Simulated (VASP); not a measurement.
# Si (Fd-3m) in VASP: further runs

The runs below take Si through single point, with RPBE.

Program: VASP 6.6.1. These are calculated values, not measurements. Logs are shortened: lines on timing, memory, paths and dates and some standing lists are left out, and cuts for length are marked.

## (1) The cell of the first run

Symmetry: Fd-3m, No. 227, cubic system. The conventional cell has a = 5.503 Å, b = 5.503 Å, c = 5.503 Å, α = 90.00°, β = 90.00°, γ = 90.00°. Within 3.1 Å of Si (site symmetry -43m) lie 4 Si at 2.38 Å.

## (2) Single point, RPBE

INCAR reads:

```
SYSTEM = Si
PREC     = Accurate       ! precision mode
ENCUT    = 520            ! plane-wave cutoff, eV
EDIFF    = 1E-7           ! SCF threshold, eV
ISMEAR   = -1             ! smearing method
SIGMA    = 0.05           ! smearing width, eV
LREAL    = .FALSE.        ! projectors in reciprocal space
LASPH    = .TRUE.         ! aspherical terms in the spheres
NELM     = 60             ! most SCF steps
ALGO     = Normal         ! electronic algorithm
ISIF     = 2              ! what is computed and relaxed
LWAVE    = .FALSE.        ! write WAVECAR
LCHARG   = .FALSE.        ! write CHGCAR
GGA      = RP             ! functional
NBANDS   = 11             ! bands
```

KPOINTS reads:

```
Automatic mesh
0
G
  6 6 6
  0 0 0
```

POSCAR reads:

```
Si
1.0
    0.0000000000      2.7516002707      2.7516002707
    2.7516002707      0.0000000000      2.7516002707
    2.7516002707      2.7516002707      0.0000000000
Si
2
Direct
    0.5000000000      0.5000000000      0.5000000000
    0.7500000000      0.7500000000      0.7500000000
```

Potentials or basis: VASP PAW PBE potentials, release 64 (Si).

The run is started by

```bash
> cat potpaw_PBE.64/Si/POTCAR > POTCAR
> mpirun -np 1 vasp_std > vasp.out
```

OUTCAR:

```text
SYSTEM = Si
   PREC = Accurate
   ENCUT = 520
   EDIFF = 1E-7
   ISMEAR = -1
   LREAL = .FALSE.
   LASPH = .TRUE.
   NELM = 60
   ISIF = 2
   GGA = RP

 ion  position               nearest neighbor table
   1  0.500  0.500  0.500-   2 2.38   2 2.38   2 2.38   2 2.38
   2  0.750  0.750  0.750-   1 2.38   1 2.38   1 2.38   1 2.38

  LATTYP: Found a face centered cubic cell.
 ALAT       =     5.5032005414

  Lattice vectors:

 A1 = (   0.0000000000,   2.7516002707,   2.7516002707)
 A2 = (   2.7516002707,   0.0000000000,   2.7516002707)
 A3 = (   2.7516002707,   2.7516002707,   0.0000000000)

Analysis of symmetry for initial positions (statically):
=====================================================================
 Subroutine PRICEL returns:
 Original cell was already a primitive cell.

 Routine SETGRP: Setting up the symmetry group for a
 face centered cubic supercell.

 Subroutine GETGRP returns: Found 48 space group operations
 (whereof 24 operations were pure point group operations)
 out of a pool of 48 trial point group operations.

The static configuration has the point symmetry T_d .
 The point group associated with its full space group is O_h .

Analysis of symmetry for dynamics (positions and initial velocities):
=====================================================================
 Subroutine PRICEL returns:
 Original cell was already a primitive cell.

 Routine SETGRP: Setting up the symmetry group for a
 face centered cubic supercell.

 Subroutine GETGRP returns: Found 48 space group operations
 (whereof 24 operations were pure point group operations)
 out of a pool of 48 trial point group operations.

The dynamic configuration has the point symmetry T_d .
 The point group associated with its full space group is O_h .

 Subroutine INISYM returns: Found 48 space group operations
 (whereof 24 operations are pure point group operations),
 and found     1 'primitive' translations

----------------------------------------------------------------------------------------

                                     Primitive cell

  volume of cell :      41.6664

  direct lattice vectors                    reciprocal lattice vectors
     0.000000000  2.751600271  2.751600271    -0.181712440  0.181712440  0.181712440
     2.751600271  0.000000000  2.751600271     0.181712440 -0.181712440  0.181712440
     2.751600271  2.751600271  0.000000000     0.181712440  0.181712440 -0.181712440

  length of vectors
[... 79 lines left out ...]
   ISIF   =      2    stress and relaxation
   ISYM   =      2    0-nonsym 1-usesym 2-fastsym
   POTIM  = 0.5000    time-step for ionic-motion
   TEBEG  =    0.0;   TEEND  =   0.0 temperature during run
   PSTRESS=    0.0 pullay stress
   NELECT =       8.0000    total number of electrons
   NUPDOWN=      -1.0000    fix difference up-down
   EMIN   =  10.00;   EMAX   =-10.00  energy-range for DOS
   EFERMI =   0.00;   METHOD = LEGACY
   ISMEAR =    -1;   SIGMA  =   0.05  broadening in eV -4-tet -1-fermi 0-gaus
   EFERMI_NEDOS =   21; number of points for ismear=-14 and -15
   IALGO  =     38    algorithm
   IMIX   =      4    mixing-type and parameters
     AMIX     =   0.40;   BMIX     =  1.00
     AMIX_MAG =   1.60;   BMIX_MAG =  1.00
  volume/ion in A,a.u.               =      20.83       140.59
  Fermi-wavevector in a.u.,A,eV,Ry     =   0.944444  1.784740 12.136046  0.891974
  Thomas-Fermi vector in A             =   2.072249
   LORBIT       =      0    0 simple, 1 ext, 2 COOP (PROOUT), +10 PAW based schemes
   GGA     = RP    functional components
   LHFCALC =     F    Hartree Fock is set to
   AEXX    =    0.0000 exact exchange contribution
   IVDW    =     0    specifies the selected vdW correction
   LEPSILON=     F    determine dielectric tensor
   LRPA    =     F    only Hartree local field effects (RPA)
 non-spin polarized calculation
  energy-cutoff  :      520.00
  volume of cell :       41.67
 maximum number of plane-waves:      1139
 NGX is ok and might be reduce to    30
   NGX = 15   NGY = 15   NGZ = 15

 number of electron       8.0000001 magnetization

 Free energy of the ion-electron system (eV)
  ---------------------------------------------------
  ext. energy  EPLUGINS =         0.00000000
  ---------------------------------------------------
  free energy    TOTEN  =       -10.30345088 eV

  energy without entropy =      -10.30343942  energy(sigma->0) =      -10.30344515

 E-fermi :   5.8959     XC(G=0):  -9.1508

 val. band max:        5.5090804304   @ k =   0.0000   0.0000   0.0000
 cond. band min:       6.3483510837   @ k =   0.3333   0.3333   0.0000
 fundamental gap:      0.8392706534
 Fermi energy:         5.8958735303

 k-point     1 :       0.0000    0.0000    0.0000
  band No.  band energies     occupation
      1      -6.1566      2.00000
      2       5.5091      1.99913
      3       5.5091      1.99913
      4       5.5091      1.99913
      5       8.0599      0.00000
      6       8.0599      0.00000
      7       8.0599      0.00000
      8       8.5504      0.00000
      9      13.1510      0.00000
     10      13.1510      0.00000
     11      13.5354      0.00000
[... 197 lines left out ...]
 k-point    16 :      -0.3333    0.5000    0.1667
  band No.  band energies     occupation
      1      -2.0513      2.00000
      2      -2.0513      2.00000
      3       2.0381      2.00000
      4       2.0381      2.00000
      5       8.3057      0.00000
      6       8.3057      0.00000
      7      12.1569      0.00000
      8      12.1569      0.00000
      9      15.8581      0.00000
     10      15.8581      0.00000
     11      18.1771      0.00000

------------------------ aborting loop because EDIFF is reached ----------------------------------------

  FORCE on cell =-STRESS in cart. coord.  units (eV):
  Direction    XX          YY          ZZ          XY          YZ          ZX
  --------------------------------------------------------------------------------------
  -------------------------------------------------------------------------------------
  Total       -0.0544859     -0.0544859     -0.0544859     -0.0000000      0.0000000     -0.0000000
  in kB       -2.0951183     -2.0951183     -2.0951183     -0.0000000      0.0000000     -0.0000000
  external PRESSURE =      -2.0951183 kB  Pullay stress =       0.0000000 kB

 VOLUME and BASIS-vectors are now :
 -----------------------------------------------------------------------------
  energy-cutoff  :      520.00
  volume of cell :       41.67
      direct lattice vectors                 reciprocal lattice vectors
     0.000000000  2.751600271  2.751600271    -0.181712440  0.181712440  0.181712440
     2.751600271  0.000000000  2.751600271     0.181712440 -0.181712440  0.181712440
     2.751600271  2.751600271  0.000000000     0.181712440  0.181712440 -0.181712440

 POSITION                                       TOTAL-FORCE (eV/Angst)
 -----------------------------------------------------------------------------------
      2.75160      2.75160      2.75160        -0.000000      0.000000     -0.000000
      4.12740      4.12740      4.12740         0.000000     -0.000000      0.000000
 -----------------------------------------------------------------------------------
    total drift:                                0.000000     -0.000000     -0.000000

  FREE ENERGIE OF THE ION-ELECTRON SYSTEM (eV)
  ---------------------------------------------------
  free  energy   TOTEN  =       -10.3034508796 eV

  energy  without entropy=      -10.3034394162  energy(sigma->0) =      -10.30344515
```

Wall time 14 s (1 thread of Intel Xeon Platinum 8375C at 2.90GHz (Ice Lake), shared host); peak memory 0.15 GiB.

What came out:

```
Free energy            : -10.3035 eV
Pressure               : -0.2 GPa
Band gap on the k mesh : 0.84 eV, indirect (least direct gap 2.55 eV)
```

Caveat: the PAW data sets were made with another functional, which shifts forces and pressure a little.

## (3) Single point, RPBE (volume scaled by 0.88)

INCAR reads:

```
SYSTEM = Si
ALGO = Normal
EDIFF = 1E-6
ENCUT = 520
GGA = RP
ISIF = 2
ISMEAR = -1
LASPH = .True.
LCHARG = .False.
LREAL = .False.
LWAVE = .False.
NBANDS = 11
NELM = 60
PREC = Accurate
SIGMA = 0.05
```

KPOINTS reads:

```
k-points
0
Gamma
  9 9 9
  0 0 0
```

POSCAR reads:

```
Si
1.0
    0.0000000000      2.6368144351      2.6368144351
    2.6368144351      0.0000000000      2.6368144351
    2.6368144351      2.6368144351      0.0000000000
Si
2
Direct
    0.5000000000      0.5000000000      0.5000000000
    0.7500000000      0.7500000000      0.7500000000
```

Potentials or basis: VASP PAW PBE potentials, release 64 (Si).

The run is started by

```bash
> cat potpaw_PBE.64/Si/POTCAR > POTCAR
> mpirun -np 1 vasp_std > vasp.out
```

It took 19 s on 1 thread of Intel Xeon Platinum 8375C at 2.90GHz (Ice Lake), shared host; peak memory 0.14 GiB.

Results (log left out):

| Item | Value |
| --- | --- |
| Free energy | -10.1345 eV |
| Pressure | 13.9 GPa |
| Band gap on the k mesh | 0.45 eV, indirect (least direct gap 2.60 eV) |

Levels at points of the mesh, in eV from the valence-band top:
| k point | band 1 | band 2 | band 3 | band 4 | band 5 | band 6 | band 7 | band 8 | band 9 |
| --- | --- | --- | --- | --- | --- | --- | --- | --- | --- |
| (0.00, 0.00, 0.00) | -12.57 | 0.00 | 0.00 | 0.00 | 2.60 | 2.60 | 2.60 | 4.54 | 7.70 |

Caveat: the PAW data sets were made with another functional, which shifts forces and pressure a little. A k mesh can miss the band edges.
